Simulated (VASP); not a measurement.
# Ti (P6_3/mmc) in VASP: single point with r2SCAN

Aim: the single point of Ti with r2SCAN.

Everything below comes from runs of VASP 6.6.1. Logs are shortened: lines on timing, memory, paths and dates and some standing lists are left out, and cuts for length are marked.

## (1) The cell of the first run

It takes space group P6_3/mmc (No. 194, hexagonal). The conventional cell has a = 2.935 Å, b = 2.935 Å, c = 4.639 Å, α = 90.00°, β = 90.00°, γ = 120.00°. Within 3.8 Å of Ti (site symmetry -6m2) lie 12 Ti at 2.87 to 2.94 Å.

## (2) Single point, r2SCAN

The input, POSCAR:

```
Ti
1.0
    2.9353290049      0.0000000000      0.0000000000
   -1.4676645025      2.5420694867      0.0000000000
    0.0000000000      0.0000000000      4.6385700427
Ti
2
Direct
    0.3333333333      0.6666666667      0.2500000000
    0.6666666667      0.3333333333      0.7500000000
```

The input, INCAR.step1:

```
ALGO = Normal
EDIFF = 1E-4
ENCUT = 520
GGA = PE
ISMEAR = -1
LASPH = T
LCHARG = F
LREAL = F
LWAVE = T
NBANDS = 19
NELM = 60
PREC = Accurate
SIGMA = 0.05
```

The input, INCAR.step2:

```
ALGO = Normal
EDIFF = 1E-6
ENCUT = 520
ISIF = 2
ISMEAR = -1
ISTART = 1
LASPH = T
LCHARG = T
LELF = T
LMIXTAU = T
LREAL = F
LVHAR = T
LWAVE = F
METAGGA = R2SCAN
NBANDS = 19
NELM = 60
PREC = Accurate
SIGMA = 0.05
```

The input, KPOINTS:

```
k-points
0
Gamma
  18 18 10
```

Potentials or basis: VASP PAW PBE potentials, release 64 (Ti_sv).

On the command line:

```bash
cat potpaw_PBE.64/Ti_sv/POTCAR > POTCAR
cp INCAR.step1 INCAR
mpirun -np 1 vasp_std > vasp.out
cp INCAR.step2 INCAR
mpirun -np 1 vasp_std > vasp.out
```

OUTCAR:

```text
EDIFF = 1E-6
   ENCUT = 520
   ISIF = 2
   ISMEAR = -1
   ISTART = 1
   LASPH = T
   LREAL = F
   METAGGA = R2SCAN
   NELM = 60
   PREC = Accurate

 ion  position               nearest neighbor table
   1  0.333  0.667  0.250-   2 2.87   2 2.87   2 2.87   2 2.87   2 2.87   2 2.87
   2  0.667  0.333  0.750-   1 2.87   1 2.87   1 2.87   1 2.87   1 2.87   1 2.87

  LATTYP: Found a hexagonal cell.
 ALAT       =     2.9353290049
 C/A-ratio  =     1.5802555812

  Lattice vectors:

 A1 = (   2.9353290049,   0.0000000000,   0.0000000000)
 A2 = (  -1.4676645025,   2.5420694867,   0.0000000000)
 A3 = (   0.0000000000,   0.0000000000,   4.6385700427)

Analysis of symmetry for initial positions (statically):
=====================================================================
 Subroutine PRICEL returns:
 Original cell was already a primitive cell.

 Routine SETGRP: Setting up the symmetry group for a
 hexagonal supercell.

 Subroutine GETGRP returns: Found 24 space group operations
 (whereof 12 operations were pure point group operations)
 out of a pool of 24 trial point group operations.

The static configuration has the point symmetry D_3d.
 The point group associated with its full space group is D_6h.

Analysis of symmetry for dynamics (positions and initial velocities):
=====================================================================
 Subroutine PRICEL returns:
 Original cell was already a primitive cell.

 Routine SETGRP: Setting up the symmetry group for a
 hexagonal supercell.

 Subroutine GETGRP returns: Found 24 space group operations
 (whereof 12 operations were pure point group operations)
 out of a pool of 24 trial point group operations.

The dynamic configuration has the point symmetry D_3d.
 The point group associated with its full space group is D_6h.

 Subroutine INISYM returns: Found 24 space group operations
 (whereof 12 operations are pure point group operations),
 and found     1 'primitive' translations

----------------------------------------------------------------------------------------

                                     Primitive cell

  volume of cell :      34.6121

  direct lattice vectors                    reciprocal lattice vectors
     2.935329005  0.000000000  0.000000000     0.340677314  0.196690139  0.000000000
    -1.467664502  2.542069487  0.000000000     0.000000000  0.393380277  0.000000000
     0.000000000  0.000000000  4.638570043     0.000000000  0.000000000  0.215583680

[... 81 lines left out ...]
   ENCUT  =  520.0 eV  38.22 Ry    6.18 a.u.   5.46  5.46  8.62*2*pi/ulx,y,z
   NELM   =     60;   NELMIN=  2; NELMDL=  0     # of ELM steps
   EDIFF  = 0.1E-05   stopping-criterion for ELM
   LREAL  =      F    real-space projection
   EDIFFG = 0.1E-04   stopping-criterion for IOM
   NSW    =      0    number of steps for IOM
   IBRION =     -1    ionic relax: 0-MD 1-quasi-New 2-CG
   NFREE  =      0    steps in history (QN), initial steepest desc. (CG)
   ISIF   =      2    stress and relaxation
   ISYM   =      2    0-nonsym 1-usesym 2-fastsym
   POTIM  = 0.5000    time-step for ionic-motion
   TEBEG  =    0.0;   TEEND  =   0.0 temperature during run
   PSTRESS=    0.0 pullay stress
   NELECT =      24.0000    total number of electrons
   NUPDOWN=      -1.0000    fix difference up-down
   EMIN   =  10.00;   EMAX   =-10.00  energy-range for DOS
   EFERMI =   0.00;   METHOD = LEGACY
   ISMEAR =    -1;   SIGMA  =   0.05  broadening in eV -4-tet -1-fermi 0-gaus
   EFERMI_NEDOS =   21; number of points for ismear=-14 and -15
   IALGO  =     38    algorithm
   IMIX   =      4    mixing-type and parameters
     AMIX     =   0.40;   BMIX     =  1.00
     AMIX_MAG =   1.60;   BMIX_MAG =  1.00
  volume/ion in A,a.u.               =      17.31       116.79
  Fermi-wavevector in a.u.,A,eV,Ry     =   1.449003  2.738218 28.566905  2.099608
  Thomas-Fermi vector in A             =   2.566779
   LORBIT       =      0    0 simple, 1 ext, 2 COOP (PROOUT), +10 PAW based schemes
   METAGGA = R2SCAN    functional components
   LHFCALC =     F    Hartree Fock is set to
   AEXX    =    0.0000 exact exchange contribution
   IVDW    =     0    specifies the selected vdW correction
   LEPSILON=     F    determine dielectric tensor
   LRPA    =     F    only Hartree local field effects (RPA)
 non-spin polarized calculation
  energy-cutoff  :      520.00
  volume of cell :       34.61
 maximum number of plane-waves:       965
 NGX is ok and might be reduce to    24
   NGX = 11   NGY = 11   NGZ = 17

 number of electron      24.0000002 magnetization

 Free energy of the ion-electron system (eV)
  ---------------------------------------------------
  ext. energy  EPLUGINS =         0.00000000
  ---------------------------------------------------
  free energy    TOTEN  =       -25.90831339 eV

  energy without entropy =      -25.89397874  energy(sigma->0) =      -25.90114607

 E-fermi :   8.4423     XC(G=0): -12.4146

 val. band max:        8.4343257455   @ k =   0.3889   0.2222   0.4000
 cond. band min:       8.4438844267   @ k =   0.1667  -0.0000   0.4000
 fundamental gap:      0.0095586812
 Fermi energy:         8.4423298614

 k-point     1 :       0.0000    0.0000    0.0000
  band No.  band energies     occupation
      1     -50.7951      2.00000
      2     -50.6483      2.00000
      3     -26.3627      2.00000
      4     -25.6865      2.00000
      5     -25.6865      2.00000
      6     -25.6142      2.00000
[... 505 lines left out ...]
      6     -25.8607      2.00000
[... 11 lines left out ...]
     18      12.1882      0.00000
     19      12.8526      0.00000

 [... further k-points ...]

------------------------ aborting loop because EDIFF is reached ----------------------------------------

  FORCE on cell =-STRESS in cart. coord.  units (eV):
  Direction    XX          YY          ZZ          XY          YZ          ZX
  --------------------------------------------------------------------------------------
  -------------------------------------------------------------------------------------
  Total        0.0804572      0.0804572      0.0678333     -0.0000000      0.0000000      0.0000000
  in kB        3.7243222      3.7243222      3.1399661     -0.0000000      0.0000000      0.0000000
  external PRESSURE =       3.5295368 kB  Pullay stress =       0.0000000 kB

 VOLUME and BASIS-vectors are now :
 -----------------------------------------------------------------------------
  energy-cutoff  :      520.00
  volume of cell :       34.61
      direct lattice vectors                 reciprocal lattice vectors
     2.935329005  0.000000000  0.000000000     0.340677314  0.196690139  0.000000000
    -1.467664502  2.542069487  0.000000000     0.000000000  0.393380277  0.000000000
     0.000000000  0.000000000  4.638570043     0.000000000  0.000000000  0.215583680

 POSITION                                       TOTAL-FORCE (eV/Angst)
 -----------------------------------------------------------------------------------
     -0.00000      1.69471      1.15964         0.000000     -0.000000      0.000000
      1.46766      0.84736      3.47893        -0.000000      0.000000      0.000000
 -----------------------------------------------------------------------------------
    total drift:                               -0.000000      0.000000     -0.000000

  FREE ENERGIE OF THE ION-ELECTRON SYSTEM (eV)
  ---------------------------------------------------
  free  energy   TOTEN  =       -25.9083133865 eV

  energy  without entropy=      -25.8939787446  energy(sigma->0) =      -25.90114607
```

OUTCAR.step1:

```text
EDIFF = 1E-4
   ENCUT = 520
   GGA = PE
   ISMEAR = -1
   LASPH = T
   LREAL = F
[... 750 lines left out ...]
 -----------------------------------------------------------------------------------
     -0.00000      1.69471      1.15964         0.000000     -0.000000      0.000000
      1.46766      0.84736      3.47893        -0.000000      0.000000      0.000000
 -----------------------------------------------------------------------------------
    total drift:                               -0.000000      0.000000     -0.000000

  FREE ENERGIE OF THE ION-ELECTRON SYSTEM (eV)
  ---------------------------------------------------
  free  energy   TOTEN  =       -15.6805358551 eV

  energy  without entropy=      -15.6637457801  energy(sigma->0) =      -15.67214082
```

It took 6.1 min on 1 thread of AMD EPYC 9R45 (Zen 5), shared host; peak memory 0.22 GiB.

Results:

```yaml
Free_energy: -25.9083 eV
Pressure: 0.4 GPa
Band_gap_on_the_k_mesh: zero (bands 12 and 13 overlap by 1.24 eV)
```

Levels at points of the mesh, in eV from the Fermi level:
```
           k point  band 10  band 11  band 12  band 13  band 14  band 15
(0.00, 0.00, 0.00)    -2.88     0.59     0.86     0.86     0.98     1.40
(0.50, 0.00, 0.00)    -2.30    -1.95    -0.85     0.60     0.70     1.27
(0.00, 0.00, 0.50)    -4.68     0.07     0.07     0.77     0.77     0.77
(0.50, 0.00, 0.50)    -2.69    -0.88    -0.88     1.25     1.25     1.90
```

Caveat: the PAW data sets were made with another functional, which shifts forces and pressure a little.
